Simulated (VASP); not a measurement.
# Ta2N (P-31m) in VASP: a series of runs, part 2 of 2

VASP 6.6.1.

### Step 3. Single point, PBEsol

This run uses another cell than the first one, of 13.05 Å³/atom.

The input, INCAR:

```
SYSTEM = Ta2N
PREC = Accurate ; ENCUT = 520
EDIFF = 1E-6 ; ISMEAR = 0
SIGMA = 0.1 ; LREAL = .False.
LASPH = .True. ; NELM = 80
ALGO = Normal ; ISIF = 2
LWAVE = .False. ; LCHARG = .False.
GGA = PS ; NBANDS = 50
```

The input, KPOINTS:

```
regular mesh
0
Gamma
  12 12 8
  0 0 0
```

The input, POSCAR:

```
Ta2N
1.0
    5.2573126333      0.0000000000      0.0000000000
   -2.6286563167      4.5529662961      0.0000000000
    0.0000000000      0.0000000000      4.9081842558
Ta N
6 3
Direct
    0.6667819904      0.6667819904      0.7528141821
    0.0000000000      0.3332180096      0.7528141821
    0.3332180096      0.0000000000      0.7528141821
    0.3332180096      0.3332180096      0.2471858179
    0.0000000000      0.6667819904      0.2471858179
    0.6667819904      0.0000000000      0.2471858179
    0.6666666667      0.3333333333      0.5000000000
    0.3333333333      0.6666666667      0.5000000000
    0.0000000000      0.0000000000      0.0000000000
```

Potentials or basis: VASP PAW PBE potentials, release 64 (Ta_pv, N).

On the command line:

```
$ cat potpaw_PBE.64/Ta_pv/POTCAR potpaw_PBE.64/N/POTCAR > POTCAR
$ mpirun -np 1 vasp_std > vasp.out
```

OUTCAR:

```text
SYSTEM = Ta2N
   PREC = Accurate
   ENCUT = 520
   EDIFF = 1E-6
   ISMEAR = 0
   LREAL = .False.
   LASPH = .True.
   NELM = 80
   ISIF = 2
   GGA = PS

 ion  position               nearest neighbor table
   1  0.667  0.667  0.753-   9 2.13   8 2.15   7 2.15   5 2.99   6 2.99   4 2.99   3 3.03   2 3.03
                             2 3.04   3 3.04   3 3.04   2 3.04   5 3.04   6 3.04   4 3.04
   2  0.000  0.333  0.753-   9 2.13   7 2.15   8 2.15   6 2.99   4 2.99   5 2.99   1 3.03   3 3.03
                             1 3.04   3 3.04   3 3.04   1 3.04   6 3.04   4 3.04   5 3.04
   3  0.333  0.000  0.753-   9 2.13   8 2.15   7 2.15   5 2.99   4 2.99   6 2.99   1 3.03   2 3.03
                             2 3.04   1 3.04   2 3.04   1 3.04   5 3.04   4 3.04   6 3.04
   4  0.333  0.333  0.247-   9 2.13   7 2.15   8 2.15   2 2.99   3 2.99   1 2.99   6 3.03   5 3.03
                             5 3.04   6 3.04   6 3.04   5 3.04   2 3.04   3 3.04   1 3.04
   5  0.000  0.667  0.247-   9 2.13   8 2.15   7 2.15   3 2.99   1 2.99   2 2.99   4 3.03   6 3.03
                             4 3.04   6 3.04   6 3.04   4 3.04   3 3.04   1 3.04   2 3.04
   6  0.667  0.000  0.247-   9 2.13   7 2.15   8 2.15   2 2.99   1 2.99   3 2.99   4 3.03   5 3.03
                             5 3.04   4 3.04   5 3.04   4 3.04   2 3.04   1 3.04   3 3.04
   7  0.667  0.333  0.500-   2 2.15   6 2.15   3 2.15   5 2.15   4 2.15   1 2.15
   8  0.333  0.667  0.500-   5 2.15   3 2.15   6 2.15   2 2.15   1 2.15   4 2.15
   9  0.000  0.000  0.000-   1 2.13   4 2.13   3 2.13   6 2.13   5 2.13   2 2.13

  LATTYP: Found a hexagonal cell.
 ALAT       =     5.2573126333
 C/A-ratio  =     0.9335918554

  Lattice vectors:

 A1 = (   5.2573126333,   0.0000000000,   0.0000000000)
 A2 = (  -2.6286563167,   4.5529662961,   0.0000000000)
 A3 = (   0.0000000000,   0.0000000000,   4.9081842558)

Analysis of symmetry for initial positions (statically):
=====================================================================
 Subroutine PRICEL returns:
 Original cell was already a primitive cell.

 Routine SETGRP: Setting up the symmetry group for a
 hexagonal supercell.

 Subroutine GETGRP returns: Found 12 space group operations
[... 161 lines left out ...]
   LRPA    =     F    only Hartree local field effects (RPA)
 non-spin polarized calculation
 Gauss-broadening in eV      SIGMA  =   0.10
  energy-cutoff  :      520.00
  volume of cell :      117.48
 maximum number of plane-waves:      3187
   NGX = 19   NGY = 19   NGZ = 19

 number of electron      81.0000002 magnetization

 Free energy of the ion-electron system (eV)
  ---------------------------------------------------
  ext. energy  EPLUGINS =         0.00000000
  ---------------------------------------------------
  free energy    TOTEN  =      -110.54248031 eV

  energy without entropy =     -110.52912554  energy(sigma->0) =     -110.53580292

 E-fermi :   7.5279     XC(G=0): -13.1954

 val. band max:        7.5258198818   @ k =   0.3333   0.0000   0.0000
 cond. band min:       7.5287734280   @ k =   0.2500   0.0000   0.0000
 fundamental gap:      0.0029535462
 Fermi energy:         7.5279239649

 k-point     1 :       0.0000    0.0000    0.0000
  band No.  band energies     occupation
      1     -28.1836      2.00000
      2     -27.7751      2.00000
      3     -27.5959      2.00000
      4     -27.5959      2.00000
      5     -27.5791      2.00000
      6     -27.5791      2.00000
[... 1261 lines left out ...]
     49      10.6019      0.00000
     50      11.0678      0.00000

 [... further k-points ...]

------------------------ aborting loop because EDIFF is reached ----------------------------------------

  FORCE on cell =-STRESS in cart. coord.  units (eV):
  Direction    XX          YY          ZZ          XY          YZ          ZX
  --------------------------------------------------------------------------------------
  -------------------------------------------------------------------------------------
  Total        1.2050425      1.2050425      1.1211811     -0.0000000      0.0000000     -0.0000000
  in kB       16.4336429     16.4336429     15.2899921     -0.0000000      0.0000000     -0.0000000
  external PRESSURE =      16.0524260 kB  Pullay stress =       0.0000000 kB

 VOLUME and BASIS-vectors are now :
 -----------------------------------------------------------------------------
  energy-cutoff  :      520.00
  volume of cell :      117.48
      direct lattice vectors                 reciprocal lattice vectors
     5.257312633  0.000000000  0.000000000     0.190211249  0.109818516  0.000000000
    -2.628656317  4.552966296  0.000000000     0.000000000  0.219637031  0.000000000
     0.000000000  0.000000000  4.908184256     0.000000000  0.000000000  0.203741332

 POSITION                                       TOTAL-FORCE (eV/Angst)
 -----------------------------------------------------------------------------------
      1.75274      3.03584      3.69495        -0.001168     -0.002023      0.020693
     -0.87592      1.51713      3.69495        -0.001168      0.002023      0.020693
      1.75183      0.00000      3.69495         0.002336     -0.000000      0.020693
      0.87592      1.51713      1.21323         0.001168      0.002023     -0.020693
     -1.75274      3.03584      1.21323         0.001168     -0.002023     -0.020693
      3.50548      0.00000      1.21323        -0.002336      0.000000     -0.020693
      2.62866      1.51766      2.45409        -0.000000      0.000000     -0.000000
     -0.00000      3.03531      2.45409         0.000000     -0.000000     -0.000000
      0.00000      0.00000      0.00000         0.000000      0.000000     -0.000000
 -----------------------------------------------------------------------------------
    total drift:                                0.000000     -0.000000      0.000000

  FREE ENERGIE OF THE ION-ELECTRON SYSTEM (eV)
  ---------------------------------------------------
  free  energy   TOTEN  =      -110.5424803113 eV

  energy  without entropy=     -110.5291255383  energy(sigma->0) =     -110.53580292
```

OSZICAR:

```text
N       E                     dE             d eps       ncg     rms          rms(c)
DAV:   1     0.836320372234E+03    0.83632E+03   -0.44147E+04 13100   0.171E+03
DAV:   2    -0.581775601725E+02   -0.89450E+03   -0.86419E+03 14150   0.512E+02
DAV:   3    -0.118535340874E+03   -0.60358E+02   -0.58614E+02 16458   0.119E+02
DAV:   4    -0.120113539107E+03   -0.15782E+01   -0.15612E+01 15952   0.183E+01
DAV:   5    -0.120151881697E+03   -0.38343E-01   -0.38273E-01 16616   0.244E+00    0.515E+01
DAV:   6    -0.111343821708E+03    0.88081E+01   -0.48832E+01 17408   0.292E+01    0.245E+01
DAV:   7    -0.110672118175E+03    0.67170E+00   -0.30315E+00 15604   0.802E+00    0.110E+01
DAV:   8    -0.110560928691E+03    0.11119E+00   -0.63231E-01 15744   0.376E+00    0.948E-01
DAV:   9    -0.110543406537E+03    0.17522E-01   -0.11107E-01 16528   0.127E+00    0.411E-01
DAV:  10    -0.110542599658E+03    0.80688E-03   -0.11617E-02 16438   0.572E-01    0.116E-01
DAV:  11    -0.110542487022E+03    0.11264E-03   -0.13980E-03 15936   0.187E-01    0.458E-02
DAV:  12    -0.110542487157E+03   -0.13535E-06   -0.37297E-04 16374   0.765E-02    0.187E-02
DAV:  13    -0.110542480825E+03    0.63323E-05   -0.49493E-05 16240   0.313E-02    0.101E-02
DAV:  14    -0.110542480311E+03    0.51350E-06   -0.91291E-06 13320   0.122E-02
   1 F= -.11054248E+03 E0= -.11053580E+03  d E =-.133548E-01
```

stdout:

```text
POSCAR found type information on POSCAR TaN
 POSCAR found :  2 types and       9 ions
 scaLAPACK will be used
 -----------------------------------------------------------------------------
|                                                                             |
|                                                                             |
|     You enforced a specific xc type in the INCAR file but a different       |
|     I HOPE YOU KNOW WHAT YOU ARE DOING!                                     |
|                                                                             |
 -----------------------------------------------------------------------------

 LDA part: xc-table for (Slater+PW92), standard interpolation
 POSCAR, INCAR and KPOINTS ok, starting setup
 FFT: planning ... GRIDC
 FFT: planning ... GRID_SOFT
 FFT: planning ... GRID
 WAVECAR not read
 entering main loop
```

Run time: 11 min. Hardware: 1 thread of Intel Xeon Platinum 8559C (Emerald Rapids), shared host; peak memory 0.63 GiB.

What came out:

* Free energy: -110.5425 eV
* Pressure: 1.6 GPa
* Largest force: 0.021 eV/Å
* Band gap on the k mesh: zero (an odd number of electrons rules out a gap without spin polarisation)

Forces on the atoms (eV/Å):
```
Ta  -0.001 -0.002  0.021
Ta  -0.001  0.002  0.021
Ta   0.002  0.000  0.021
Ta   0.001  0.002 -0.021
Ta   0.001 -0.002 -0.021
Ta  -0.002  0.000 -0.021
N    0.000  0.000  0.000
N    0.000  0.000  0.000
N    0.000  0.000  0.000
```

Stress tensor (GPa, compression positive):
```
1.64 0.00 0.00
0.00 1.64 0.00
0.00 0.00 1.53
```

Caveat: the PAW data sets were made with another functional, which shifts forces and pressure a little; spin-orbit coupling is left out, which moves the levels of the heavy elements.
